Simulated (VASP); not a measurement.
# RbCaH3 (P4/mmm) in VASP: notebook

The runs below take RbCaH3 through single point, with LDA.

Program: VASP 6.6.1. These are calculated values, not measurements. Logs are shortened: lines on timing, memory, paths and dates and some standing lists are left out, and cuts for length are marked.

## Step 1: The cell of the first run

It takes space group P4/mmm (No. 123, tetragonal). The conventional cell has a = 4.675 Å, b = 4.675 Å, c = 4.301 Å, α = 90.00°, β = 90.00°, γ = 90.00°. Rb (site symmetry 4/mmm) has 12 H at 3.18 to 3.31 Å and 8 Ca at 3.94 Å and 2 Rb at 4.30 Å within 4.4 Å. Within 2.8 Å of Ca (site symmetry 4/mmm) lie 6 H at 2.15 to 2.34 Å. Within 3.4 Å of H (site symmetry mmm) lie 2 Ca at 2.34 Å and 4 Rb at 3.18 Å and 8 H at 3.18 to 3.31 Å. Within 2.8 Å of H (site symmetry 4/mmm) lie 2 Ca at 2.15 Å.

## Step 2: Single point, LDA

The input, INCAR:

```
  PREC = Accurate
  ENCUT = 520
  EDIFF = 1E-6
  ISMEAR = 0
  SIGMA = 0.05
  LREAL = F
  LASPH = T
  NELM = 100
  ALGO = Normal
  ISIF = 2
  LWAVE = F
  LCHARG = T
  LELF = T
  LVHAR = T
  NBANDS = 19
```

The input, KPOINTS:

```
regular mesh
0
Gamma
  6 6 6
```

The input, POSCAR:

```
RbCaH3
1.0
    4.6751513871      0.0000000000      0.0000000000
    0.0000000000      4.6751513871      0.0000000000
    0.0000000000      0.0000000000      4.3011392762
Rb Ca H
1 1 3
Direct
    0.0000000000      0.0000000000      0.0000000000
    0.5000000000      0.5000000000      0.5000000000
    0.0000000000      0.5000000000      0.5000000000
    0.5000000000      0.0000000000      0.5000000000
    0.5000000000      0.5000000000      0.0000000000
```

Potentials or basis: VASP PAW LDA potentials, release 64 (Rb_sv, Ca_sv, H).

On the command line:

```console
> cat potpaw_LDA.64/Rb_sv/POTCAR potpaw_LDA.64/Ca_sv/POTCAR potpaw_LDA.64/H/POTCAR > POTCAR
> mpirun -np 1 vasp_std > vasp.out
```

OUTCAR:

```text
PREC = Accurate
   ENCUT = 520
   EDIFF = 1E-6
   ISMEAR = 0
   LREAL = F
   LASPH = T
   NELM = 100
   ISIF = 2

 ion  position               nearest neighbor table
   1  0.000  0.000  0.000-   3 3.18   4 3.18   3 3.18   4 3.18   3 3.18   3 3.18   4 3.18   4 3.18
                             5 3.31   5 3.31   5 3.31   5 3.31   2 3.94   2 3.94   2 3.94   2 3.94
   2  0.500  0.500  0.500-   1 3.94   1 3.94   1 3.94   1 3.94   1 3.94   1 3.94   1 3.94   1 3.94

   3  0.000  0.500  0.500-   1 3.18   1 3.18   1 3.18   1 3.18
   4  0.500  0.000  0.500-   1 3.18   1 3.18   1 3.18   1 3.18
   5  0.500  0.500  0.000-   1 3.31   1 3.31   1 3.31   1 3.31

  LATTYP: Found a simple tetragonal cell.
 ALAT       =     4.6751513871
 C/A-ratio  =     0.9200000000

  Lattice vectors:

 A1 = (   4.6751513871,   0.0000000000,   0.0000000000)
 A2 = (   0.0000000000,   4.6751513871,   0.0000000000)
 A3 = (   0.0000000000,   0.0000000000,   4.3011392762)

Analysis of symmetry for initial positions (statically):
=====================================================================
 Subroutine PRICEL returns:
 Original cell was already a primitive cell.

 Routine SETGRP: Setting up the symmetry group for a
 simple tetragonal supercell.

 Subroutine GETGRP returns: Found 16 space group operations
 (whereof 16 operations were pure point group operations)
 out of a pool of 16 trial point group operations.

The static configuration has the point symmetry D_4h.

Analysis of symmetry for dynamics (positions and initial velocities):
=====================================================================
 Subroutine PRICEL returns:
 Original cell was already a primitive cell.

 Routine SETGRP: Setting up the symmetry group for a
 simple tetragonal supercell.

 Subroutine GETGRP returns: Found 16 space group operations
 (whereof 16 operations were pure point group operations)
 out of a pool of 16 trial point group operations.

The dynamic configuration has the point symmetry D_4h.

 Subroutine INISYM returns: Found 16 space group operations
 (whereof 16 operations are pure point group operations),
 and found     1 'primitive' translations

----------------------------------------------------------------------------------------

                                     Primitive cell

  volume of cell :      94.0102

  direct lattice vectors                    reciprocal lattice vectors
[... 91 lines left out ...]
   ENCUT  =  520.0 eV  38.22 Ry    6.18 a.u.   8.69  8.69  8.00*2*pi/ulx,y,z
   NELM   =    100;   NELMIN=  2; NELMDL= -5     # of ELM steps
   EDIFF  = 0.1E-05   stopping-criterion for ELM
   LREAL  =      F    real-space projection
   EDIFFG = 0.1E-04   stopping-criterion for IOM
   NSW    =      0    number of steps for IOM
   IBRION =     -1    ionic relax: 0-MD 1-quasi-New 2-CG
   NFREE  =      0    steps in history (QN), initial steepest desc. (CG)
   ISIF   =      2    stress and relaxation
   ISYM   =      2    0-nonsym 1-usesym 2-fastsym
   POTIM  = 0.5000    time-step for ionic-motion
   TEBEG  =    0.0;   TEEND  =   0.0 temperature during run
   PSTRESS=    0.0 pullay stress
   NELECT =      22.0000    total number of electrons
   NUPDOWN=      -1.0000    fix difference up-down
   EMIN   =  10.00;   EMAX   =-10.00  energy-range for DOS
   EFERMI =   0.00;   METHOD = LEGACY
   ISMEAR =     0;   SIGMA  =   0.05  broadening in eV -4-tet -1-fermi 0-gaus
   EFERMI_NEDOS =   21; number of points for ismear=-14 and -15
   IALGO  =     38    algorithm
   IMIX   =      4    mixing-type and parameters
     AMIX     =   0.40;   BMIX     =  1.00
     AMIX_MAG =   1.60;   BMIX_MAG =  1.00
  volume/ion in A,a.u.               =      18.80       126.88
  Fermi-wavevector in a.u.,A,eV,Ry     =   1.008844  1.906439 13.847556  1.017767
  Thomas-Fermi vector in A             =   2.141736
   LORBIT       =      0    0 simple, 1 ext, 2 COOP (PROOUT), +10 PAW based schemes
   GGA     = CA    functional components
   LHFCALC =     F    Hartree Fock is set to
   AEXX    =    0.0000 exact exchange contribution
   IVDW    =     0    specifies the selected vdW correction
   LEPSILON=     F    determine dielectric tensor
   LRPA    =     F    only Hartree local field effects (RPA)
 non-spin polarized calculation
 Gauss-broadening in eV      SIGMA  =   0.05
  energy-cutoff  :      520.00
  volume of cell :       94.01
 maximum number of plane-waves:      2552
 NGX is ok and might be reduce to    36
   NGX = 17   NGY = 17   NGZ = 15

 number of electron      22.0000001 magnetization

 Free energy of the ion-electron system (eV)
  ---------------------------------------------------
  ext. energy  EPLUGINS =         0.00000000
  ---------------------------------------------------
  free energy    TOTEN  =       -15.75535964 eV

  energy without entropy =      -15.75535964  energy(sigma->0) =      -15.75535964

 E-fermi :  -1.1409     XC(G=0):  -8.1985

 val. band max:       -1.3703978251   @ k =   0.5000   0.0000   0.5000
 cond. band min:       1.4787519504   @ k =   0.5000   0.5000   0.0000
 fundamental gap:      2.8491497755
 Fermi energy:        -1.1408535191

 k-point     1 :       0.0000    0.0000    0.0000
  band No.  band energies     occupation
      1     -39.5428      2.00000
      2     -26.6269      2.00000
      3     -20.8744      2.00000
      4     -20.8744      2.00000
      5     -20.8306      2.00000
      6     -10.7682      2.00000
[... 505 lines left out ...]
      6     -10.8975      2.00000
[... 11 lines left out ...]
     18       6.7407      0.00000
     19       6.8736      0.00000

 [... further k-points ...]
[... 5 lines left out ...]
  --------------------------------------------------------------------------------------
  -------------------------------------------------------------------------------------
  Total       -1.9653595     -1.9653595      0.1085382      0.0000000      0.0000000      0.0000000
  in kB      -33.4948262    -33.4948262      1.8497732      0.0000000      0.0000000      0.0000000
  external PRESSURE =     -21.7132931 kB  Pullay stress =       0.0000000 kB

 VOLUME and BASIS-vectors are now :
 -----------------------------------------------------------------------------
  energy-cutoff  :      520.00
  volume of cell :       94.01
      direct lattice vectors                 reciprocal lattice vectors
     4.675151387  0.000000000  0.000000000     0.213896817  0.000000000  0.000000000
     0.000000000  4.675151387  0.000000000     0.000000000  0.213896817  0.000000000
     0.000000000  0.000000000  4.301139276     0.000000000  0.000000000  0.232496540

 POSITION                                       TOTAL-FORCE (eV/Angst)
 -----------------------------------------------------------------------------------
      0.00000      0.00000      0.00000         0.000000      0.000000      0.000000
      2.33758      2.33758      2.15057         0.000000      0.000000      0.000000
      0.00000      2.33758      2.15057         0.000000      0.000000      0.000000
      2.33758      0.00000      2.15057         0.000000      0.000000      0.000000
      2.33758      2.33758      0.00000         0.000000      0.000000      0.000000
 -----------------------------------------------------------------------------------
    total drift:                                0.000000      0.000000      0.000000

  FREE ENERGIE OF THE ION-ELECTRON SYSTEM (eV)
  ---------------------------------------------------
  free  energy   TOTEN  =       -15.7553596441 eV

  energy  without entropy=      -15.7553596441  energy(sigma->0) =      -15.75535964
```

OSZICAR:

```text
N       E                     dE             d eps       ncg     rms          rms(c)
DAV:   1     0.140796789395E+03    0.14080E+03   -0.10374E+04  1520   0.104E+03
DAV:   2    -0.786623150965E+01   -0.14866E+03   -0.14491E+03  1767   0.257E+02
DAV:   3    -0.171141360741E+02   -0.92479E+01   -0.92162E+01  2780   0.546E+01
DAV:   4    -0.173204125497E+02   -0.20628E+00   -0.20601E+00  2072   0.722E+00
DAV:   5    -0.173281864433E+02   -0.77739E-02   -0.77735E-02  2266   0.926E-01    0.672E+00
DAV:   6    -0.161350516307E+02    0.11931E+01   -0.10676E+00  1682   0.371E+00    0.358E+00
DAV:   7    -0.157536309030E+02    0.38142E+00   -0.13414E+00  1850   0.396E+00    0.119E+00
DAV:   8    -0.157595086231E+02   -0.58777E-02   -0.12867E-01  1995   0.164E+00    0.304E-01
DAV:   9    -0.157555540315E+02    0.39546E-02   -0.88912E-03  1894   0.417E-01    0.812E-02
DAV:  10    -0.157553603724E+02    0.19366E-03   -0.19952E-03  2084   0.223E-01    0.396E-02
DAV:  11    -0.157553697027E+02   -0.93303E-05   -0.17054E-04  1884   0.618E-02    0.204E-02
DAV:  12    -0.157553599333E+02    0.97694E-05   -0.46662E-05  2425   0.385E-02    0.102E-02
DAV:  13    -0.157553596441E+02    0.28920E-06   -0.28864E-06  1768   0.109E-02
   1 F= -.15755360E+02 E0= -.15755360E+02  d E =-.183568E-12
```

Wall time 1.7 min (1 thread of Intel Xeon 8259CL, shared host); peak memory 0.21 GiB.

Results:

```
Free energy            : -15.7554 eV
Pressure               : -2.2 GPa
Band gap on the k mesh : 2.85 eV (least direct gap 2.87 eV)
```

[end of part 1 of 2]
